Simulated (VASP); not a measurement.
# Ni in VASP: single point with PBEsol

Aim: the single point of Ni with PBEsol.

Everything below comes from runs of VASP 6.6.1. Logs are shortened: lines on timing, memory, paths and dates and some standing lists are left out, and cuts for length are marked.

**1. The cell of the first run**

The cell holds a slab with vacuum, 7 atoms: a = 2.449 Å, b = 2.449 Å, c = 26.997 Å, α = 90.00°, β = 90.00°, γ = 120.00°.

**2. Single point, PBEsol, collinear spin, ferromagnetic start**

Input file INCAR:

```
SYSTEM = Ni
ALGO = Normal ; DIPOL = 0.5 0.5 0.500
EDIFF = 1E-6 ; ENCUT = 520
GGA = PS ; IDIPOL = 3
ISIF = 2 ; ISMEAR = 0
ISPIN = 2 ; LASPH = .TRUE.
LCHARG = .FALSE. ; LDIPOL = .TRUE.
LMAXMIX = 4 ; LORBIT = 11
LREAL = .FALSE. ; LWAVE = .FALSE.
MAGMOM = 0.73 0.73 0.73 0.73 0.73 0.73 0.73 ; NBANDS = 48
NELM = 150 ; PREC = Accurate
SIGMA = 0.1
```

Input file KPOINTS:

```
k-points
0
G
  15 15 1
  0 0 0
```

Input file POSCAR:

```
Ni
1.0
    2.4488137016      0.0000000000      0.0000000000
   -1.2244068508      2.1207348747      0.0000000000
    0.0000000000      0.0000000000     26.9966880879
Ni
7
Direct
    0.6666666667      0.3333333333      0.2778118551
    0.3333333333      0.6666666667      0.3518745701
    0.0000000000      0.0000000000      0.4259372850
    0.6666666667      0.3333333333      0.5000000000
    0.3333333333      0.6666666667      0.5740627150
    0.0000000000      0.0000000000      0.6481254299
    0.6666666667      0.3333333333      0.7221881449
```

Potentials or basis: VASP PAW PBE potentials, release 64 (Ni).

Run with:

```sh
$ cat potpaw_PBE.64/Ni/POTCAR > POTCAR
$ mpirun -np 1 vasp_std > vasp.out
```

OUTCAR:

```text
SYSTEM = Ni
   EDIFF = 1E-6
   ENCUT = 520
   GGA = PS
   ISIF = 2
   ISMEAR = 0
   ISPIN = 2
   LASPH = .TRUE.
   LORBIT = 11
   LREAL = .FALSE.
   NELM = 150
   PREC = Accurate

 ion  position               nearest neighbor table
   1  0.667  0.333  0.278-   2 2.45   2 2.45   2 2.45
   2  0.333  0.667  0.352-   3 2.45   3 2.45   3 2.45   1 2.45   1 2.45   1 2.45
   3  0.000  0.000  0.426-   2 2.45   2 2.45   2 2.45   4 2.45   4 2.45   4 2.45
   4  0.667  0.333  0.500-   5 2.45   3 2.45   5 2.45   3 2.45   3 2.45   5 2.45
   5  0.333  0.667  0.574-   6 2.45   6 2.45   6 2.45   4 2.45   4 2.45   4 2.45
   6  0.000  0.000  0.648-   5 2.45   5 2.45   5 2.45   7 2.45   7 2.45   7 2.45
   7  0.667  0.333  0.722-   6 2.45   6 2.45   6 2.45

  LATTYP: Found a hexagonal cell.
 ALAT       =     2.4488137016
 C/A-ratio  =    11.0243944120

  Lattice vectors:

 A1 = (   2.4488137016,   0.0000000000,   0.0000000000)
 A2 = (  -1.2244068508,   2.1207348747,   0.0000000000)
 A3 = (   0.0000000000,   0.0000000000,  26.9966880879)

Analysis of symmetry for initial positions (statically):
=====================================================================
 Subroutine PRICEL returns:
 Original cell was already a primitive cell.

 Routine SETGRP: Setting up the symmetry group for a
 hexagonal supercell.

 Subroutine GETGRP returns: Found 12 space group operations
 (whereof  6 operations were pure point group operations)
 out of a pool of 24 trial point group operations.

The static configuration has the point symmetry C_3v.
 The point group associated with its full space group is D_3d.

Analysis of symmetry for dynamics (positions and initial velocities):
=====================================================================
 Subroutine PRICEL returns:
 Original cell was already a primitive cell.

 Routine SETGRP: Setting up the symmetry group for a
 hexagonal supercell.

 Subroutine GETGRP returns: Found 12 space group operations
 (whereof  6 operations were pure point group operations)
 out of a pool of 24 trial point group operations.

The dynamic configuration has the point symmetry C_3v.
 The point group associated with its full space group is D_3d.

Analysis of structural, dynamic, and magnetic symmetry:
=====================================================================
 Subroutine PRICEL returns:
 Original cell was already a primitive cell.

 Routine SETGRP: Setting up the symmetry group for a
 hexagonal supercell.

 Subroutine GETGRP returns: Found 12 space group operations
 (whereof  6 operations were pure point group operations)
 out of a pool of 24 trial point group operations.

The overall configuration has the point symmetry C_3v.
 The point group associated with its full space group is D_3d.

 Subroutine INISYM returns: Found 12 space group operations
 (whereof  6 operations are pure point group operations),
 and found     1 'primitive' translations

----------------------------------------------------------------------------------------

                                     Primitive cell

  volume of cell :     140.2015

  direct lattice vectors                    reciprocal lattice vectors
     2.448813702  0.000000000  0.000000000     0.408360995  0.235767330  0.000000000
    -1.224406851  2.120734875  0.000000000     0.000000000  0.471534661  0.000000000
     0.000000000  0.000000000 26.996688088     0.000000000  0.000000000  0.037041581

  length of vectors
     2.448813702  2.448813702 26.996688088     0.471534661  0.471534661  0.037041581

  position of ions in fractional coordinates (direct lattice)
     0.666666667  0.333333333  0.277811855
     0.333333333  0.666666667  0.351874570
     0.000000000  0.000000000  0.425937285
     0.666666667  0.333333333  0.500000000
     0.333333333  0.666666667  0.574062715
     0.000000000  0.000000000  0.648125430
     0.666666667  0.333333333  0.722188145
[... 65 lines left out ...]
   number of dos      NEDOS =    301   number of ions     NIONS =      7
   total plane-waves  NPLWV =  68040
   dimension x,y,z NGX =    18 NGY =   18 NGZ =  210
   dimension x,y,z NGXF=    36 NGYF=   36 NGZF=  420
   ions per type =               7
   NGX,Y,Z   is equivalent  to a cutoff of  12.22, 12.22, 12.93 a.u.
   NGXF,Y,Z  is equivalent  to a cutoff of  24.44, 24.44, 25.86 a.u.
 SYSTEM =  Ni
   PREC   = accura    normal or accurate (medium, high low for compatibility)
   ISTART =      0    job   : 0-new  1-cont  2-samecut
   ICHARG =      2    charge: 1-file 2-atom 10-const
   ISPIN  =      2    spin polarized calculation?
   LNONCOLLINEAR =      F non collinear calculations
   LSORBIT =      F    spin-orbit coupling
   LASPH  =      T    aspherical Exc in radial PAW
   ENCUT  =  520.0 eV  38.22 Ry    6.18 a.u.   4.55  4.55 50.20*2*pi/ulx,y,z
   NELM   =    150;   NELMIN=  2; NELMDL= -5     # of ELM steps
   EDIFF  = 0.1E-05   stopping-criterion for ELM
   LREAL  =      F    real-space projection
   EDIFFG = 0.1E-04   stopping-criterion for IOM
   NSW    =      0    number of steps for IOM
   IBRION =     -1    ionic relax: 0-MD 1-quasi-New 2-CG
   NFREE  =      0    steps in history (QN), initial steepest desc. (CG)
   ISIF   =      2    stress and relaxation
   ISYM   =      2    0-nonsym 1-usesym 2-fastsym
   POTIM  = 0.5000    time-step for ionic-motion
   TEBEG  =    0.0;   TEEND  =   0.0 temperature during run
   PSTRESS=    0.0 pullay stress
   NELECT =      70.0000    total number of electrons
   NUPDOWN=      -1.0000    fix difference up-down
   EMIN   =  10.00;   EMAX   =-10.00  energy-range for DOS
   EFERMI =   0.00;   METHOD = LEGACY
   ISMEAR =     0;   SIGMA  =   0.10  broadening in eV -4-tet -1-fermi 0-gaus
   EFERMI_NEDOS =   21; number of points for ismear=-14 and -15
   IALGO  =     38    algorithm
   IMIX   =      4    mixing-type and parameters
     AMIX     =   0.40;   BMIX     =  1.00
     AMIX_MAG =   1.60;   BMIX_MAG =  1.00
  volume/ion in A,a.u.               =      20.03       135.16
  Fermi-wavevector in a.u.,A,eV,Ry     =   1.298743  2.454269 22.949410  1.686734
  Thomas-Fermi vector in A             =   2.430052
   LORBIT       =     11    0 simple, 1 ext, 2 COOP (PROOUT), +10 PAW based schemes
   GGA     = PS    functional components
   LHFCALC =     F    Hartree Fock is set to
   AEXX    =    0.0000 exact exchange contribution
   IVDW    =     0    specifies the selected vdW correction
   LEPSILON=     F    determine dielectric tensor
   LRPA    =     F    only Hartree local field effects (RPA)
 spin polarized calculation
 Gauss-broadening in eV      SIGMA  =   0.10
  energy-cutoff  :      520.00
  volume of cell :      140.20
 maximum number of plane-waves:      3829
   NGX =  9   NGY =  9   NGZ =101

 dipolmoment           0.000000      0.000000     -0.000000 electrons x Angstroem

 number of electron      69.9999954 magnetization       4.6051802

 dipolmoment           0.000000      0.000000      0.000000 electrons x Angstroem

 Free energy of the ion-electron system (eV)
  ---------------------------------------------------
  ext. energy  EPLUGINS =         0.00000000
  ---------------------------------------------------
  free energy    TOTEN  =       -41.48772866 eV

  energy without entropy =      -41.42543208  energy(sigma->0) =      -41.45658037

 E-fermi :   2.6570     XC(G=0):  -7.7920

 val. band max:        2.6562119989   @ k =   0.4000  -0.0000   0.0000
 cond. band min:       2.6612840174   @ k =   0.2000   0.0667   0.0000
 fundamental gap:      0.0050720185
 Fermi energy:         2.6569704810

 spin component 1

 k-point     1 :       0.0000    0.0000    0.0000
  band No.  band energies     occupation
      1      -6.5603      1.00000
      2      -6.0224      1.00000
      3      -5.1737      1.00000
      4      -4.1506      1.00000
      5      -3.1772      1.00000
      6      -2.6149      1.00000
[... 1189 lines left out ...]
     46      10.9216      0.00000
     47      11.6788      0.00000

 [... further k-points ...]

 spin component 2

 k-point     1 :       0.0000    0.0000    0.0000
  band No.  band energies     occupation
      1      -6.5672      1.00000
      2      -6.0271      1.00000
      3      -5.1716      1.00000
      4      -4.1210      1.00000
      5      -3.0591      1.00000
      6      -2.3263      1.00000
[... 1189 lines left out ...]
     46      11.1163      0.00000
     47      11.8767      0.00000

 [... further k-points ...]

 [bands above 47 left out]

------------------------ aborting loop because EDIFF is reached ----------------------------------------

 vacuum level on the upper side and lower side of the slab       (xc-potential included)        -0.006        -0.006

  FORCE on cell =-STRESS in cart. coord.  units (eV):
  Direction    XX          YY          ZZ          XY          YZ          ZX
  --------------------------------------------------------------------------------------
  -------------------------------------------------------------------------------------
  Total       -1.8113369     -1.8113369     -0.8134216      0.0000000     -0.0000000      0.0000000
  in kB      -20.6993734    -20.6993734     -9.2955196      0.0000000     -0.0000000      0.0000000
  external PRESSURE =     -16.8980888 kB  Pullay stress =       0.0000000 kB

 VOLUME and BASIS-vectors are now :
 -----------------------------------------------------------------------------
  energy-cutoff  :      520.00
  volume of cell :      140.20
      direct lattice vectors                 reciprocal lattice vectors
     2.448813702  0.000000000  0.000000000     0.408360995  0.235767330  0.000000000
    -1.224406851  2.120734875  0.000000000     0.000000000  0.471534661  0.000000000
     0.000000000  0.000000000 26.996688088     0.000000000  0.000000000  0.037041581

 POSITION                                       TOTAL-FORCE (eV/Angst)
 -----------------------------------------------------------------------------------
      1.22441      0.70691      7.50000         0.000000      0.000000      0.178368
     -0.00000      1.41382      9.49945         0.000000     -0.000000     -0.147730
      0.00000      0.00000     11.49890        -0.000000      0.000000     -0.034103
      1.22441      0.70691     13.49834        -0.000000     -0.000000      0.000000
     -0.00000      1.41382     15.49779         0.000000     -0.000000      0.034103
      0.00000      0.00000     17.49724        -0.000000     -0.000000      0.147730
      1.22441      0.70691     19.49669        -0.000000     -0.000000     -0.178368
 -----------------------------------------------------------------------------------
    total drift:                                0.000000     -0.000000     -0.000000

  FREE ENERGIE OF THE ION-ELECTRON SYSTEM (eV)
  ---------------------------------------------------
  free  energy   TOTEN  =       -41.4877286603 eV

  energy  without entropy=      -41.4254320777  energy(sigma->0) =      -41.45658037

 vacuum level on the upper side and lower side of the slab         7.861         7.861

 total charge

# of ion       s       p       d       tot
------------------------------------------
    1        0.510   0.419   8.313   9.241
    2        0.517   0.543   8.331   9.391
    3        0.522   0.546   8.333   9.400
    4        0.521   0.546   8.335   9.402
    5        0.522   0.546   8.333   9.400
    6        0.517   0.543   8.331   9.391
    7        0.510   0.419   8.313   9.241
--------------------------------------------------
tot          3.619   3.562  58.287  65.468

 magnetization (x)

# of ion       s       p       d       tot
------------------------------------------
    1       -0.004  -0.023   0.715   0.688
    2       -0.006  -0.025   0.718   0.687
    3       -0.006  -0.024   0.670   0.640
    4       -0.007  -0.024   0.662   0.631
    5       -0.006  -0.024   0.670   0.640
    6       -0.006  -0.025   0.718   0.687
    7       -0.004  -0.023   0.715   0.688
--------------------------------------------------
tot         -0.040  -0.168   4.868   4.661
```

Run time: 8.4 min. Hardware: 1 thread of AMD EPYC 9R45 (Zen 5), shared host; peak memory 0.42 GiB.

Results:

```yaml
Free_energy: -41.4877 eV
Largest_force: 0.178 eV/Å
Net_moment: 4.61 μB per cell
Site_moments: Ni +0.69, +0.64, +0.63 (each value once) μB
Valence_electrons_inside_the_program's_atomic_spheres: Ni 9.24, 9.39, 9.40 (each value once)
```

Forces on the atoms (eV/Å):
```
Ni   0.000  0.000  0.178
Ni   0.000  0.000 -0.148
Ni   0.000  0.000 -0.034
Ni   0.000  0.000  0.000
Ni   0.000  0.000  0.034
Ni   0.000  0.000  0.148
Ni   0.000  0.000 -0.178
```

Levels at points of the mesh, in eV from the Fermi level:
Spin up:
```
           k point  band 35  band 36  band 37  band 38  band 39  band 40  band 41  band 42
(0.00, 0.00, 0.00)    -1.10    -0.85    -0.85    -0.69    -0.69    -0.61    -0.61    -0.29
```
Spin down:
```csv
k point,band 28,band 29,band 30,band 31,band 32,band 33,band 34,band 35,band 36,band 37
"(0.00, 0.00, 0.00)",-0.71,-0.71,-0.70,-0.70,-0.58,-0.58,-0.39,-0.39,-0.20,-0.13
```

Caveat: the PAW data sets were made with another functional, which shifts forces and pressure a little.
